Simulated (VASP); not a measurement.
# Ag (I4/mmm) in VASP: a series of runs, part 2 of 2

VASP 6.6.1. The steps go on from the part before.

## (3) Single point, PBE (biaxial strain in the a-b plane: -3.0 %, then relaxed in part)

Input file INCAR:

```
SYSTEM = Ag
ALGO = Fast ; EDIFF = 1E-7
ENCUT = 520 ; GGA = PE
ISIF = 2 ; ISMEAR = 0
LASPH = .True. ; LCHARG = .True.
LELF = .True. ; LREAL = .False.
LVHAR = .True. ; LWAVE = .False.
NBANDS = 18 ; NELM = 80
PREC = Accurate ; SIGMA = 0.1
```

Input file KPOINTS:

```
k-points
0
Gamma
  18 18 12
  0 0 0
```

Input file POSCAR:

```
Ag
1.0
    2.0115366395      2.0115366395      0.0000000000
   -2.0115366395      2.0115366395      0.0000000000
    0.0000000000      0.0000000000      4.3195677057
Ag
2
Direct
    0.0000000000      0.0000000000      0.0000000000
    0.5000000000      0.5000000000      0.5000000000
```

Potentials or basis: VASP PAW PBE potentials, release 64 (Ag).

Run with:

```bash
cat potpaw_PBE.64/Ag/POTCAR > POTCAR
mpirun -np 1 vasp_std > vasp.out
```

OUTCAR:

```text
SYSTEM = Ag
   EDIFF = 1E-7
   ENCUT = 520
   GGA = PE
   ISIF = 2
   ISMEAR = 0
   LASPH = .True.
   LREAL = .False.
   NELM = 80
   PREC = Accurate

 ion  position               nearest neighbor table
   1  0.000  0.000  0.000-   2 2.95   2 2.95   2 2.95   2 2.95   2 2.95   2 2.95   2 2.95   2 2.95

   2  0.500  0.500  0.500-   1 2.95   1 2.95   1 2.95   1 2.95   1 2.95   1 2.95   1 2.95   1 2.95

  LATTYP: Found a simple tetragonal cell.
 ALAT       =     2.8447423968
 C/A-ratio  =     1.5184389668

  Lattice vectors:

 A1 = (   2.0115366395,   2.0115366395,   0.0000000000)
 A2 = (  -2.0115366395,   2.0115366395,   0.0000000000)
 A3 = (   0.0000000000,   0.0000000000,   4.3195677057)

Analysis of symmetry for initial positions (statically):
=====================================================================
 Subroutine PRICEL returns following result:

  LATTYP: Found a body centered tetragonal cell.
 ALAT       =     2.8447423968
 C/A-ratio  =     1.5184389668

  Lattice vectors:

 A1 = (   2.0115366395,   0.0000000000,  -2.1597838528)
 A2 = (  -2.0115366395,   0.0000000000,  -2.1597838529)
 A3 = (   0.0000000000,   2.0115366395,   2.1597838529)

[... 181 lines left out ...]

 E-fermi :   8.0931     XC(G=0): -12.0616

 val. band max:        8.0734877511   @ k =   0.2222   0.1667   0.3333
 cond. band min:       8.0949576265   @ k =   0.3889   0.1667   0.5000
 fundamental gap:      0.0214698754
 Fermi energy:         8.0931482127

 k-point     1 :       0.0000    0.0000    0.0000
  band No.  band energies     occupation
      1       0.5044      2.00000
      2       1.7973      2.00000
      3       1.9129      2.00000
      4       3.0810      2.00000
      5       3.5328      2.00000
      6       3.5328      2.00000
[... 481 lines left out ...]
      5       3.2429      2.00000
      6       3.4445      2.00000
[... 10 lines left out ...]
     17      20.6050      0.00000
     18      25.9213      0.00000

 [... further k-points ...]

------------------------ aborting loop because EDIFF is reached ----------------------------------------

  FORCE on cell =-STRESS in cart. coord.  units (eV):
  Direction    XX          YY          ZZ          XY          YZ          ZX
  --------------------------------------------------------------------------------------
  -------------------------------------------------------------------------------------
  Total        0.7063988      0.7063988     -0.0069769      0.0000000      0.0000000     -0.0000000
  in kB       32.3768335     32.3768335     -0.3197763      0.0000000      0.0000000     -0.0000000
  external PRESSURE =      21.4779635 kB  Pullay stress =       0.0000000 kB

 VOLUME and BASIS-vectors are now :
 -----------------------------------------------------------------------------
  energy-cutoff  :      520.00
  volume of cell :       34.96
      direct lattice vectors                 reciprocal lattice vectors
     2.011536640  2.011536640  0.000000000     0.248566191  0.248566191  0.000000000
    -2.011536640  2.011536640  0.000000000    -0.248566191  0.248566191  0.000000000
     0.000000000  0.000000000  4.319567706     0.000000000  0.000000000  0.231504648

 POSITION                                       TOTAL-FORCE (eV/Angst)
 -----------------------------------------------------------------------------------
      0.00000      0.00000      0.00000        -0.000000     -0.000000     -0.000000
      0.00000      2.01154      2.15978         0.000000      0.000000      0.000000
 -----------------------------------------------------------------------------------
    total drift:                               -0.000000      0.000000     -0.000000

  FREE ENERGIE OF THE ION-ELECTRON SYSTEM (eV)
  ---------------------------------------------------
  free  energy   TOTEN  =        -5.4168207916 eV

  energy  without entropy=       -5.4140962824  energy(sigma->0) =       -5.41545854
```

OSZICAR:

```text
N       E                     dE             d eps       ncg     rms          rms(c)
DAV:   1     0.126845827271E+03    0.12685E+03   -0.11463E+04 14012   0.119E+03
DAV:   2    -0.381447014158E+01   -0.13066E+03   -0.12424E+03 14430   0.267E+02
DAV:   3    -0.590472690493E+01   -0.20903E+01   -0.20830E+01 15746   0.381E+01
DAV:   4    -0.591217916519E+01   -0.74523E-02   -0.74516E-02 15098   0.226E+00
DAV:   5    -0.591224992577E+01   -0.70761E-04   -0.70761E-04 15054   0.229E-01    0.694E+00
RMM:   6    -0.543595336303E+01    0.47630E+00   -0.11095E+00 13894   0.858E+00    0.448E+00
RMM:   7    -0.542200390121E+01    0.13949E-01   -0.22239E-02 14515   0.149E+00    0.260E+00
RMM:   8    -0.541685702638E+01    0.51469E-02   -0.19406E-03 14532   0.383E-01    0.243E-01
RMM:   9    -0.541681430064E+01    0.42726E-04   -0.36394E-04 15053   0.156E-01    0.882E-02
RMM:  10    -0.541681882899E+01   -0.45284E-05   -0.44555E-05 14949   0.515E-02    0.389E-02
RMM:  11    -0.541682081713E+01   -0.19881E-05   -0.11525E-05 15004   0.211E-02    0.117E-02
RMM:  12    -0.541682079160E+01    0.25528E-07   -0.84354E-07 13230   0.660E-03
   1 F= -.54168208E+01 E0= -.54154585E+01  d E =-.272451E-02
```

stdout:

```text
POSCAR found type information on POSCAR Ag
 POSCAR found :  1 types and       2 ions
 scaLAPACK will be used
 LDA part: xc-table for (Slater+PW92), standard interpolation
 POSCAR, INCAR and KPOINTS ok, starting setup
 FFT: planning ... GRIDC
 FFT: planning ... GRID_SOFT
 FFT: planning ... GRID
 WAVECAR not read
 entering main loop
```

It took 1.9 min on 1 thread of Intel Xeon Platinum 8175M at 2.50GHz (Skylake/Cascade Lake), shared host; peak memory 0.31 GiB.

Results:

```yaml
Free_energy: -5.4168 eV
Pressure: 2.1 GPa
Band_gap_on_the_k_mesh: zero (band 11 reaches 13.97 eV, above the bottom of band 12 at 4.84 eV)
```

Stress tensor (GPa, compression positive):
```
 3.24  0.00  0.00
 0.00  3.24  0.00
 0.00  0.00 -0.03
```

Caveat: the cell differs from its parent crystal (biaxial strain in the a-b plane: -3.0 %, then relaxed in part).

## (4) Single point, PBE (biaxial strain in the a-b plane: -1.5 %, then relaxed in part)

Input file INCAR:

```
PREC = Accurate ; ENCUT = 520
EDIFF = 1E-7 ; ISMEAR = 0
SIGMA = 0.1 ; LREAL = F
LASPH = T ; NELM = 100
ALGO = Fast ; ISIF = 2
LWAVE = F ; LCHARG = F
GGA = PE ; NBANDS = 18
```

Input file KPOINTS:

```
regular mesh
0
Gamma
  18 18 12
```

Input file POSCAR:

```
Ag
1.0
    2.0426428762      2.0426428762      0.0000000000
   -2.0426428762      2.0426428762      0.0000000000
    0.0000000000      0.0000000000      4.2321675259
Ag
2
Direct
    0.0000000000      0.0000000000      0.0000000000
    0.5000000000      0.5000000000      0.5000000000
```

Run with:

```bash
cat potpaw_PBE.64/Ag/POTCAR > POTCAR
mpirun -np 1 vasp_std > vasp.out
```

It took 2.4 min on 1 thread of Intel Xeon Platinum 8175M at 2.50GHz (Skylake/Cascade Lake), shared host; peak memory 0.31 GiB.

Results (log left out):

```
Free energy            : -5.4325 eV
Pressure               : 1.0 GPa
Band gap on the k mesh : zero (band 11 reaches 13.78 eV, above the bottom of band 12 at 4.65 eV)
```

Stress tensor (GPa, compression positive):
```
 1.52  0.00  0.00
 0.00  1.52  0.00
 0.00  0.00 -0.06
```

Levels at points of the mesh, in eV from the Fermi level:
| k point | band 7 | band 8 | band 9 | band 10 | band 11 | band 12 | band 13 | band 14 | band 15 | band 16 |
| --- | --- | --- | --- | --- | --- | --- | --- | --- | --- | --- |
| (0.00, 0.00, 0.00) | -3.83 | -3.61 | -2.99 | -2.78 | -2.78 | 1.26 | 5.91 | 10.91 | 10.91 | 15.96 |
| (0.50, 0.00, 0.00) | -4.04 | -4.04 | -3.66 | -3.66 | -0.43 | -0.43 | 8.71 | 8.71 | 8.79 | 8.79 |
| (0.50, 0.50, 0.00) | -2.85 | -2.85 | -2.68 | -2.68 | 1.84 | 1.84 | 6.76 | 6.76 | 10.28 | 10.28 |
| (0.00, 0.00, 0.50) | -3.81 | -3.81 | -3.81 | -3.81 | -3.30 | -3.30 | 14.57 | 14.57 | 14.57 | 14.57 |
| (0.50, 0.00, 0.50) | -3.01 | -3.01 | -2.92 | -2.92 | -0.30 | -0.30 | 3.42 | 3.42 | 15.07 | 15.07 |
| (0.50, 0.50, 0.50) | -3.70 | -3.70 | -2.68 | -2.68 | 5.83 | 5.83 | 5.83 | 5.83 | 6.98 | 6.98 |

Caveat: the cell differs from its parent crystal (biaxial strain in the a-b plane: -1.5 %, then relaxed in part).

## (5) Overview

| cell | further INCAR settings | gap on the mesh (eV) | pressure (GPa) |
| --- | --- | --- | --- |
| a = 2.889, b = 2.889, c = 4.185 Å, 2 atoms | ALGO = Fast; EDIFF = 1e-06; NBANDS = 18 | none | 2.1 |
| a = 2.845, b = 2.845, c = 4.320 Å, 2 atoms | ALGO = Fast; EDIFF = 1e-07; NBANDS = 18 | none | 2.1 |
| a = 2.889, b = 2.889, c = 4.232 Å, 2 atoms | ALGO = Fast; EDIFF = 1e-07; NBANDS = 18 | none | 1.0 |

Alike in all rows: task single point; level PBE; potentials or basis VASP PAW PBE potentials, release 64 (Ag); no spin polarisation; k mesh 18 × 18 × 12; cutoff (eV) 520; smearing gaussian 0.1 eV.

Absolute energies hang on the potentials; compare differences alone.
